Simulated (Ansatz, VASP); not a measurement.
## Two plane-wave programs on Ba

The input POSCAR:

```
Ba
1.0
    3.9177175405      0.0000000000      0.0000000000
    0.0000000000      3.9177175405      0.0000000000
    0.0000000000      0.0000000000      3.9177175405
Ba
1
Direct
    0.0000000000      0.0000000000      0.0000000000
```

File INCAR.step1:

```
  ALGO = Normal
  EDIFF = 1E-4
  ENCUT = 520
  GGA = PE
  ISMEAR = -1
  LASPH = True
  LCHARG = False
  LREAL = False
  LWAVE = True
  NBANDS = 11
  NELM = 60
  PREC = Accurate
  SIGMA = 0.05
```

The input INCAR.step2:

```
  ALGO = Normal
  EDIFF = 1E-6
  ENCUT = 520
  ISIF = 2
  ISMEAR = -1
  ISTART = 1
  LASPH = True
  LCHARG = False
  LMIXTAU = True
  LREAL = False
  LWAVE = False
  METAGGA = R2SCAN
  NBANDS = 11
  NELM = 60
  PREC = Accurate
  SIGMA = 0.05
```

File KPOINTS:

```
k-points
0
Gamma
  4 4 4
```

input.yaml

```yaml
crystal:
  lattice:
    - [3.9177175405, 0.0, 0.0]
    - [0.0, 3.9177175405, 0.0]
    - [0.0, 0.0, 3.9177175405]
  atoms:
    - { symbol: Ba, position: [0.0, 0.0, 0.0] }
hamiltonian:
  xc: r2scan
  pseudopotentials: { kind: paw }
kpoints:
  mp_grid: { grid: [4, 4, 4] }
scf:
  occupations: { method: fermi_dirac, width: 0.05 }
  n_extra_bands: 6
output:
  forces: true
  stress: true
  eigenvalues: true
  dos: { projected: true, de: 0.05, nscf_kmesh: { grid: [6, 6, 6] } }
```

Alike in both runs: functional r2SCAN; k mesh 4 × 4 × 4; occupations fermi-dirac, width 0.05 eV; no spin polarisation.

|  | VASP | Ansatz |
| --- | --- | --- |
| version | VASP 6.6.1 | Ansatz 0.2.0 |
| potentials or method | VASP PAW PBE potentials, release 64 (Ba_sv) | Ansatz PAW |
| plane-wave cutoff (eV) | 520 | 500 |
| valence electrons in the cell | 10 | 10 |
| task | single point | projected density of states |

|  | VASP | Ansatz | Ansatz less VASP |
| --- | --- | --- | --- |
| gap on the k mesh at the Fermi level (eV) | none | none | - |
| pressure (GPa) | -0.3 | -0.4 | -0.13 |

VASP's potentials were made for PBE, not for r2SCAN. A gap of «none» marks a metal or a gap that the smearing closes.

The k mesh is coarse, so the values compare programs but aren't converged. Neither program's run includes spin-orbit coupling.
